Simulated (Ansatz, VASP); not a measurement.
# One calculation of Pd, two programs

```
Pd
1.0
    -1.56842    1.56842    1.56842
     1.56842   -1.56842    1.56842
     1.56842    1.56842   -1.56842
Pd
1
Direct
  0.00000 0.00000 0.00000
```

Alike in both runs: functional PBE; k mesh 18 × 18 × 18; occupations fermi-dirac, width 0.05 eV; no spin polarisation.

Ansatz relaxed the structure, and its values are those at the end. VASP's run is a single point on that final structure, the one shown.

|  | VASP | Ansatz |
| --- | --- | --- |
| version | VASP 6.6.1 | Ansatz 0.2.0 |
| potentials or method | VASP PAW PBE potentials, release 64 (Pd), cutoff 520 eV | all-electron LAPW, scalar-relativistic |

Ansatz gave:

| Property | Result |
| --- | --- |
| pressure (GPa) | 0.0 |

Question: Which values does VASP return?

Answer: Pressure (GPa): -0.2.

Ansatz ran all-electron here, and VASP with PAW potentials.
